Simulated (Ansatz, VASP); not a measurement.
## C in VASP and in Ansatz

File POSCAR:

```
C
1.0
    1.7801407966      1.7801407966      0.0000000000
   -1.7801407966      1.7801407966      0.0000000000
    0.0000000000      1.7801407966      1.7801407966
C
2
Direct
    0.5000000000      0.5000000000      0.0000000000
    0.7500000000      0.2500000000      0.5000000000
```

INCAR.step1

```
SYSTEM = C
PREC = Accurate
ENCUT = 1430
ISMEAR = 0
SIGMA = 0.01
LREAL = .False.
LASPH = .True.
NELM = 120
NBANDS = 11
GGA = PE
ALGO = Normal
EDIFF = 1E-5
LWAVE = .True.
LCHARG = .False.
GGA_COMPAT = .False.
```

File INCAR.step2:

```
SYSTEM = C
PREC = Accurate
ENCUT = 1430
EDIFF = 1E-6
ISMEAR = 0
SIGMA = 0.01
LREAL = .False.
LASPH = .True.
NELM = 120
ALGO = Normal
ISIF = 2
LWAVE = .False.
LCHARG = .False.
METAGGA = R2SCAN
LMIXTAU = .True.
NBANDS = 11
ISTART = 1
GGA_COMPAT = .False.
```

KPOINTS

```
regular mesh
0
Gamma
  12 12 12
  0 0 0
```

Input for Ansatz:

```yaml
crystal:
  lattice:
    - [1.78014079658, 1.78014079658, 0.0]
    - [-1.78014079658, 1.78014079658, 0.0]
    - [0.0, 1.78014079658, 1.78014079658]
  atoms:
    - { symbol: C, position: [0.5, 0.5, 0.0] }
    - { symbol: C, position: [0.75, 0.25, 0.5] }
kpoints:
  mp_grid: { grid: [12, 12, 12] }
scf:
  occupations: { method: fixed }
  convergence: { dr2_threshold: 1.0e-10 }
hamiltonian:
  xc: r2scan
  pseudopotentials: { kind: paw }
output:
  forces: true
  stress: true
  eigenstates:
    kpoints:
      - [0.0, 0.0, 0.0]
      - [0.361994459, -0.361994459, 0.0]
      - [0.361994459, 0.361994459, 0.361994459]
      - [0.0, 0.0, 0.361994459]
      - [-0.5, -0.5, -0.5]
      - [-0.5, 0.5, 0.0]
      - [0.0, 0.0, -0.5]
      - [0.0, -0.5, -0.5]
      - [0.0, 0.5, 0.0]
      - [-0.5, 0.0, 0.0]
      - [-0.5, 0.0, -0.5]
  eigenvalues: true
```

Change from the starting cell: unstrained.

Alike in both runs: task single point; functional r2SCAN; k mesh 12 × 12 × 12; no spin polarisation.

```csv
,VASP,Ansatz
version,VASP 6.6.1,Ansatz 0.2.0
potentials or method,"VASP PAW PBE potentials, release 64 (C_h)","PAW with Ansatz's default frozen-core files, scalar-relativistic"
plane-wave cutoff (eV),1430,500
occupations,"gaussian, width 0.01 eV",fixed
valence electrons in the cell,8,8
```

Ansatz gave:

| Quantity | Value |
| --- | --- |
| gap on the k mesh at the Fermi level (eV) | 4.39 |
| pressure (GPa) | 0.0 |

Question: Estimate VASP's values.

Answer: gap on the k mesh at the Fermi level (eV): 4.39; pressure (GPa): -0.6.

VASP's potentials were made for PBE, not for r2SCAN.
